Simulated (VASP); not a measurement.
# SiMo3 (P1) in VASP: single point with PBE

Aim: the single point of SiMo3 with PBE.

Everything below comes from runs of VASP 6.6.1. Logs are shortened: lines on timing, memory, paths and dates and some standing lists are left out, and cuts for length are marked.

## (1) The cell of the first run

The typed cell holds 8 atoms: a = 4.811 Å, b = 4.897 Å, c = 4.925 Å, α = 91.15°, β = 87.42°, γ = 90.32°.

## (2) Single point, PBE (atoms moved at random and the cell strained at random)

INCAR reads:

```
SYSTEM = SiMo3
PREC     = Accurate       ! precision mode
ENCUT    = 520            ! plane-wave cutoff, eV
EDIFF    = 1E-6           ! SCF threshold, eV
ISMEAR   = 0              ! smearing method
SIGMA    = 0.15           ! smearing width, eV
LREAL    = .False.        ! projectors in reciprocal space
LASPH    = .True.         ! aspherical terms in the spheres
NELM     = 100            ! most SCF steps
ALGO     = Fast           ! electronic algorithm
ISIF     = 2              ! what is computed and relaxed
LWAVE    = .False.        ! write WAVECAR
LCHARG   = .False.        ! write CHGCAR
GGA      = PE             ! functional
NBANDS   = 56             ! bands
KPAR     = 4
```

KPOINTS reads:

```
Automatic mesh
0
Gamma
  8 8 8
  0 0 0
```

POSCAR reads:

```
SiMo3
1.0
    4.8100868645     -0.0130579735      0.1095839054
   -0.0130579735      4.8966889760     -0.0491283617
    0.1095839054     -0.0491283617      4.9232730183
Si Mo
2 6
Direct
   -0.0493902867     -0.0534733958      0.0290395328
    0.4852800738      0.5544642382      0.5722390682
    0.2436518542     -0.0346145733      0.5064976010
    0.5324157983      0.7594822361     -0.0315565390
    0.8116903905     -0.0036448261      0.5586392399
    0.5732124920      0.2984073965     -0.0332849931
   -0.1277545600      0.5091620823      0.6132645257
    0.0308942379      0.4702168421      0.2851615645
```

Potentials or basis: VASP PAW PBE potentials, release 64 (Si, Mo_sv).

Started as:

```console
> cat potpaw_PBE.64/Si/POTCAR potpaw_PBE.64/Mo_sv/POTCAR > POTCAR
> mpirun -np 4 vasp_std > vasp.out
```

OUTCAR:

```text
SYSTEM = SiMo3
   PREC = Accurate
   ENCUT = 520
   EDIFF = 1E-6
   ISMEAR = 0
   LREAL = .False.
   LASPH = .True.
   NELM = 100
   ISIF = 2
   GGA = PE

 ion  position               nearest neighbor table
   1  0.951  0.947  0.029-   4 2.24   5 2.46   6 2.54   5 2.67   8 2.71   3 2.80   8 2.87   3 2.88
                             4 2.95   7 2.97
   2  0.485  0.554  0.572-   7 1.90   4 2.20   3 2.36   6 2.39   5 2.67   8 2.68   8 2.95   7 2.95
                             3 3.12   4 3.16   5 3.16   6 3.22
   3  0.244  0.965  0.506-   5 2.09   2 2.36   5 2.76   1 2.80   8 2.84   1 2.88   7 2.89   4 2.92
                             8 2.93   4 3.09   2 3.12   6 3.23   7 3.24   6 3.46
   4  0.532  0.759  0.968-   2 2.20   1 2.24   6 2.27   7 2.63   6 2.65   5 2.66   3 2.92   1 2.95
                             3 3.09   2 3.16   8 3.16   8 3.26   5 3.43
   5  0.812  0.996  0.559-   3 2.09   7 2.43   1 2.46   7 2.54   4 2.66   2 2.67   1 2.67   6 2.69
                             3 2.76   8 2.88   8 3.05   2 3.16   4 3.43
   6  0.573  0.298  0.967-   4 2.27   2 2.39   7 2.45   1 2.54   4 2.65   5 2.69   8 2.87   8 3.09
                             2 3.22   3 3.23   3 3.46
   7  0.872  0.509  0.613-   8 1.76   2 1.90   5 2.43   6 2.45   5 2.54   4 2.63   3 2.89   2 2.95
                             1 2.97   3 3.24   8 3.44
   8  0.031  0.470  0.285-   7 1.76   2 2.68   1 2.71   3 2.84   1 2.87   6 2.87   5 2.88   3 2.93
                             2 2.95   5 3.05   6 3.09   4 3.16   4 3.26   7 3.44

  LATTYP: Found a triclinic cell.
 ALAT       =     4.8969528315
 B/A-ratio  =     1.3979716253
 C/A-ratio  =     1.7655348055
 COS(alpha) =     0.0041840377
 COS(beta)  =     0.5809503631
 COS(gamma) =     0.7113805601

  Lattice vectors:

 A1 = (  -0.0130579735,   4.8966889760,  -0.0491283617)
 A2 = (   4.7970288910,   4.8836310025,   0.0604555437)
 A3 = (  -4.9327287434,   4.9588753112,  -5.0819852854)

Analysis of symmetry for initial positions (statically):
=====================================================================
 Subroutine PRICEL returns:
 Original cell was already a primitive cell.

 Routine SETGRP: Setting up the symmetry group for a
 triclinic supercell.

 Subroutine GETGRP returns: Found  1 space group operations
 (whereof  1 operations were pure point group operations)
 out of a pool of  2 trial point group operations.

The static configuration has the point symmetry C_1 .

Analysis of symmetry for dynamics (positions and initial velocities):
=====================================================================
 Subroutine PRICEL returns:
 Original cell was already a primitive cell.

 Routine SETGRP: Setting up the symmetry group for a
 triclinic supercell.

 Subroutine GETGRP returns: Found  1 space group operations
 (whereof  1 operations were pure point group operations)
 out of a pool of  2 trial point group operations.

The dynamic configuration has the point symmetry C_1 .

 Subroutine INISYM returns: Found  1 space group operations
 (whereof  1 operations are pure point group operations),
 and found     1 'primitive' translations

----------------------------------------------------------------------------------------

                                     Primitive cell

  volume of cell :     115.8892

  direct lattice vectors                    reciprocal lattice vectors
     4.810086864 -0.013057974  0.109583905     0.208003194  0.000508281 -0.004624735
    -0.013057974  4.896688976 -0.049128362     0.000508281  0.204241318  0.002026770
     0.109583905 -0.049128362  4.923273018    -0.004624735  0.002026770  0.203240073

  length of vectors
     4.811352698  4.896952832  4.924737500     0.208055222  0.204252006  0.203302787

  position of ions in fractional coordinates (direct lattice)
     0.950609713  0.946526604  0.029039533
     0.485280074  0.554464238  0.572239068
     0.243651854  0.965385427  0.506497601
     0.532415798  0.759482236  0.968443461
     0.811690390  0.996355174  0.558639240
     0.573212492  0.298407396  0.966715007
     0.872245440  0.509162082  0.613264526
     0.030894238  0.470216842  0.285161565

  ion indices of the primitive-cell ions
   primitive index   ion index
                 1           1
                 2           2
                 3           3
                 4           4
                 5           5
                 6           6
                 7           7
                 8           8

----------------------------------------------------------------------------------------

 KPOINTS: Automatic mesh

Automatic generation of k-mesh.
 Grid dimensions read from file:
 generate k-points for:    8    8    8

 Generating k-lattice:

  Cartesian coordinates                     Fractional coordinates (reciprocal lattice)
     0.026000399  0.000063535 -0.000578092     0.125000000  0.000000000  0.000000000
     0.000063535  0.025530165  0.000253346     0.000000000  0.125000000 -0.000000000
    -0.000578092  0.000253346  0.025405009     0.000000000 -0.000000000  0.125000000

  Length of vectors
     0.026006903  0.025531501  0.025412848

  Shift w.r.t. Gamma in fractional coordinates (k-lattice)
     0.000000000  0.000000000  0.000000000

 Subroutine IBZKPT returns following result:
 ===========================================

 Found    260 irreducible k-points:

 Following reciprocal coordinates:
            Coordinates               Weight
  0.000000  0.000000  0.000000      1.000000
  0.125000 -0.000000  0.000000      2.000000
  0.250000 -0.000000  0.000000      2.000000
  0.375000 -0.000000  0.000000      2.000000
  0.500000 -0.000000  0.000000      1.000000
 -0.000000  0.125000 -0.000000      2.000000
[... 16 lines left out ...]
  0.125000  0.375000 -0.000000      2.000000
  0.250000  0.375000  0.000000      2.000000
 [... further k-points ...]
   k-points           NKPTS =    260   k-points in BZ     NKDIM =    260   number of bands    NBANDS=     56
   number of dos      NEDOS =    301   number of ions     NIONS =      8
   total plane-waves  NPLWV =  51840
   dimension x,y,z NGX =    36 NGY =   36 NGZ =   40
   dimension x,y,z NGXF=    72 NGYF=   72 NGZF=   80
   ions per type =               2   6
   NGX,Y,Z   is equivalent  to a cutoff of  12.44, 12.22, 13.50 a.u.
   NGXF,Y,Z  is equivalent  to a cutoff of  24.88, 24.44, 27.01 a.u.
 SYSTEM =  SiMo3
   PREC   = accura    normal or accurate (medium, high low for compatibility)
   ISTART =      0    job   : 0-new  1-cont  2-samecut
   ICHARG =      2    charge: 1-file 2-atom 10-const
   ISPIN  =      1    spin polarized calculation?
   LNONCOLLINEAR =      F non collinear calculations
   LSORBIT =      F    spin-orbit coupling
   LASPH  =      T    aspherical Exc in radial PAW
   ENCUT  =  520.0 eV  38.22 Ry    6.18 a.u.   8.95  9.11  9.16*2*pi/ulx,y,z
   NELM   =    100;   NELMIN=  2; NELMDL= -5     # of ELM steps
   EDIFF  = 0.1E-05   stopping-criterion for ELM
   LREAL  =      F    real-space projection
   EDIFFG = 0.1E-04   stopping-criterion for IOM
   NSW    =      0    number of steps for IOM
   IBRION =     -1    ionic relax: 0-MD 1-quasi-New 2-CG
   NFREE  =      0    steps in history (QN), initial steepest desc. (CG)
   ISIF   =      2    stress and relaxation
   ISYM   =      2    0-nonsym 1-usesym 2-fastsym
   POTIM  = 0.5000    time-step for ionic-motion
   TEBEG  =    0.0;   TEEND  =   0.0 temperature during run
   PSTRESS=    0.0 pullay stress
   NELECT =      92.0000    total number of electrons
   NUPDOWN=      -1.0000    fix difference up-down
   EMIN   =  10.00;   EMAX   =-10.00  energy-range for DOS
   EFERMI =   0.00;   METHOD = LEGACY
   ISMEAR =     0;   SIGMA  =   0.15  broadening in eV -4-tet -1-fermi 0-gaus
   EFERMI_NEDOS =   21; number of points for ismear=-14 and -15
   IALGO  =     68    algorithm
   IMIX   =      4    mixing-type and parameters
     AMIX     =   0.40;   BMIX     =  1.00
     AMIX_MAG =   1.60;   BMIX_MAG =  1.00
  volume/ion in A,a.u.               =      14.49        97.76
  Fermi-wavevector in a.u.,A,eV,Ry     =   1.515851  2.864543 31.263516  2.297804
  Thomas-Fermi vector in A             =   2.625319
   LORBIT       =      0    0 simple, 1 ext, 2 COOP (PROOUT), +10 PAW based schemes
   GGA     = PE    functional components
   LHFCALC =     F    Hartree Fock is set to
   AEXX    =    0.0000 exact exchange contribution
   IVDW    =     0    specifies the selected vdW correction
   LEPSILON=     F    determine dielectric tensor
   LRPA    =     F    only Hartree local field effects (RPA)
 non-spin polarized calculation
 RMM-DIIS sequential band-by-band and
 Gauss-broadening in eV      SIGMA  =   0.15
  energy-cutoff  :      520.00
  volume of cell :      115.89
 maximum number of plane-waves:      3143
   NGX = 17   NGY = 19   NGZ = 19

 number of electron      92.0000000 magnetization

 Free energy of the ion-electron system (eV)
  ---------------------------------------------------
  ext. energy  EPLUGINS =         0.00000000
  ---------------------------------------------------
  free energy    TOTEN  =       -60.80309186 eV

  energy without entropy =      -60.74237295  energy(sigma->0) =      -60.77273241

 E-fermi :  12.6263     XC(G=0): -12.8968

 val. band max:       12.6257189127   @ k =  -0.1250  -0.1250   0.2500
 cond. band min:      12.6319953701   @ k =   0.5000  -0.2500   0.1250
 fundamental gap:      0.0062764574
 Fermi energy:        12.6262858347

 k-point     1 :       0.0000    0.0000    0.0000
  band No.  band energies     occupation
      1     -50.4355      2.00000
      2     -48.6066      2.00000
      3     -48.2187      2.00000
      4     -47.7143      2.00000
      5     -47.7084      2.00000
      6     -47.1319      2.00000
[... 48 lines left out ...]
     55      15.8428      0.00000
     56      15.9523      0.00000

 k-point     2 :       0.1250   -0.0000    0.0000
  band No.  band energies     occupation
      1     -50.4354      2.00000
      2     -48.6002      2.00000
      3     -48.2199      2.00000
      4     -47.7221      2.00000
      5     -47.7071      2.00000
      6     -47.1319      2.00000
[... 1291 lines left out ...]
  band No.  band energies     occupation
      1     -50.4289      2.00000
      2     -48.5873      2.00000
      3     -48.1646      2.00000
      4     -47.7982      2.00000
      5     -47.7087      2.00000
      6     -47.1430      2.00000
[... 48 lines left out ...]
     55      15.4659      0.00000
     56      15.8965      0.00000

 [... further k-points ...]

------------------------ aborting loop because EDIFF is reached ----------------------------------------

  FORCE on cell =-STRESS in cart. coord.  units (eV):
  Direction    XX          YY          ZZ          XY          YZ          ZX
  --------------------------------------------------------------------------------------
  -------------------------------------------------------------------------------------
  Total       66.6412245     38.9470603     57.9072206     -4.8365261      3.1273388    -18.1305479
  in kB      921.3202103    538.4461952    800.5719142    -66.8653566     43.2357061   -250.6562620
  external PRESSURE =     753.4461065 kB  Pullay stress =       0.0000000 kB

 VOLUME and BASIS-vectors are now :
 -----------------------------------------------------------------------------
  energy-cutoff  :      520.00
  volume of cell :      115.89
      direct lattice vectors                 reciprocal lattice vectors
     4.810086864 -0.013057974  0.109583905     0.208003194  0.000508281 -0.004624735
    -0.013057974  4.896688976 -0.049128362     0.000508281  0.204241318  0.002026770
     0.109583905 -0.049128362  4.923273018    -0.004624735  0.002026770  0.203240073

 POSITION                                       TOTAL-FORCE (eV/Angst)
 -----------------------------------------------------------------------------------
      4.56334      4.62101      0.20064         5.034189      1.541121      0.910979
      2.38971      2.68059      2.84323       -14.821075     -1.604546     -7.047850
      1.21488      4.69913      2.47290         5.008522      2.261422     -0.457674
      2.65717      3.66442      4.78894        -5.386053      2.809912      6.534178
      3.95251      4.84080      2.79033        -6.119808      1.624431     -4.121607
      2.85924      1.40623      4.80756        -3.657929     -3.745074      4.694712
      4.25613      2.45169      3.08984         9.499245     -0.639637     23.593323
      0.17371      2.28809      1.38421        10.442908     -2.247629    -24.106061
 -----------------------------------------------------------------------------------
    total drift:                               -0.000504     -0.000682      0.001295

  FREE ENERGIE OF THE ION-ELECTRON SYSTEM (eV)
  ---------------------------------------------------
  free  energy   TOTEN  =       -60.8030918630 eV

  energy  without entropy=      -60.7423729475  energy(sigma->0) =      -60.77273241
```

Run time: 12 min. Hardware: 4 MPI ranks of Oxide Virtual Turin-like, shared host; peak memory 1.1 GiB.

What came out:

* Free energy: -60.8031 eV
* Pressure: 75.3 GPa
* Largest force: 26.367 eV/Å
* Band gap on the k mesh: zero (bands 46 and 47 overlap by 0.57 eV)

Forces in eV/Å, atoms in the order of the input:
```
Si    5.034   1.541   0.911
Si  -14.821  -1.605  -7.048
Mo    5.009   2.261  -0.458
Mo   -5.386   2.810   6.534
Mo   -6.120   1.624  -4.122
Mo   -3.658  -3.745   4.695
Mo    9.499  -0.640  23.593
Mo   10.443  -2.248 -24.106
```

Stress tensor (GPa, compression positive):
```
 92.13  -6.69 -25.07
 -6.69  53.84   4.32
-25.07   4.32  80.06
```

Levels at points of the mesh, in eV from the Fermi level:
| k point | band 44 | band 45 | band 46 | band 47 | band 48 | band 49 |
| --- | --- | --- | --- | --- | --- | --- |
| (0.00, 0.00, 0.00) | -0.73 | -0.34 | 0.35 | 0.49 | 1.45 | 1.58 |
| (0.50, 0.00, 0.00) | -0.60 | -0.08 | -0.03 | 0.46 | 0.74 | 1.15 |
| (0.00, 0.50, 0.00) | -0.54 | -0.38 | -0.06 | 0.25 | 0.46 | 1.24 |
| (0.50, 0.50, 0.00) | -1.09 | -0.62 | -0.38 | -0.11 | 0.20 | 0.63 |
| (0.00, 0.00, 0.50) | -0.89 | -0.27 | -0.14 | 0.13 | 0.59 | 1.25 |
| (0.50, 0.00, 0.50) | -0.72 | -0.57 | -0.07 | 0.05 | 0.56 | 0.92 |
| (0.00, 0.50, 0.50) | -0.51 | -0.42 | -0.15 | 0.12 | 0.19 | 0.43 |
| (0.50, 0.50, 0.50) | -0.91 | -0.83 | -0.49 | -0.22 | 0.33 | 0.76 |

Caveat: the cell differs from its parent crystal (atoms moved at random and the cell strained at random); atoms lie so close that the PAW spheres overlap strongly, which falsifies energies and pressures; the stress differs along the axes, from 54 to 92 GPa; forces of over 1 eV/Å act on the atoms, so gaps and moduli don't describe the material at rest.
